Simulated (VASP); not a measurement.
Set up this calculation in VASP 6.6.1, as the native input.

```yaml
Task: single point
Functional: PBE
Potentials_or_basis: VASP PAW PBE potentials, release 64 (Nb_sv)
Cutoff: 520 eV
k_mesh: 10 × 10 × 10
Occupations: fermi-dirac, width 0.05 eV
Spin: no spin polarisation
Dipole_correction: no
Further_INCAR_settings: ALGO = Normal; EDIFF = 1e-07; NBANDS = 20
```

The structure of Nb lies in POSCAR:

```
Nb
1.0
    3.3112325450      0.0000000000      0.0000000000
    0.0000000000      3.3112325450      0.0000000000
    0.0000000000      0.0000000000      3.3112325450
Nb
2
Direct
    0.0000000000      0.0000000000      0.0000000000
    0.5000000000      0.5000000000      0.5000000000
```

One way to write it, as run:

INCAR

```
SYSTEM = Nb
  PREC = Accurate
  ENCUT = 520
  EDIFF = 1E-7
  ISMEAR = -1
  SIGMA = 0.05
  LREAL = .FALSE.
  LASPH = .TRUE.
  NELM = 60
  ALGO = Normal
  ISIF = 2
  LWAVE = .FALSE.
  LCHARG = .FALSE.
  GGA = PE
  NBANDS = 20
```

KPOINTS

```
Automatic mesh
0
G
  10 10 10
  0 0 0
```

Potentials or basis: VASP PAW PBE potentials, release 64 (Nb_sv).

Launch:

```sh
$ cat potpaw_PBE.64/Nb_sv/POTCAR > POTCAR
$ mpirun -np 1 vasp_std > vasp.out
```

It gave:

* Pressure: -0.5 GPa
* Band gap on the k mesh: zero (bands 13 and 14 overlap by 3.33 eV)

Wall time 32 s on 1 thread of Intel(R) Xeon(R) 6975P-C (Granite Rapids), on a shared host, peak memory 0.17 GiB.
